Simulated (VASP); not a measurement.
# Li2Pd: density of states with LDA

The system is Li2Pd.

```
Li Pd
1.0
     4.22670    0.00000    0.00000
    -2.11335    3.66043    0.00000
     0.00000    0.00000    2.73190
Li Pd
2 1
Direct
  0.33333 0.66667 0.50000
  0.66667 0.33333 0.50000
  0.00000 0.00000 0.00000
```

```yaml
Program: VASP 6.6.1
Task: density of states
Functional: LDA
Potentials_or_basis: VASP PAW LDA potentials, release 64 (Li_sv, Pd)
Cutoff: 520 eV
k_mesh: 11 × 11 × 15
Occupations: fermi-dirac, width 0.08 eV
Spin: no spin polarisation
Dipole_correction: no
k_mesh_for_the_DOS: 17 × 17 × 23
Occupations_for_the_DOS: tetrahedron
Further_INCAR_settings: ALGO = Normal; EDIFF = 1e-07
```

| Property | Result |
| --- | --- |
| Valence electrons inside the program's atomic spheres | Li 2.11; Pd 9.40 |

Levels at points of the mesh, in eV from the Fermi level:
| k point | band 6 | band 7 | band 8 | band 9 | band 10 | band 11 |
| --- | --- | --- | --- | --- | --- | --- |
| (0.00, 0.00, 0.00) | -2.93 | -1.10 | -1.10 | 4.12 | 4.12 | 5.48 |

Wall time 56 s on 1 thread of Intel(R) Xeon(R) 6975P-C (Granite Rapids), with other jobs on the host, peak memory 0.31 GiB.
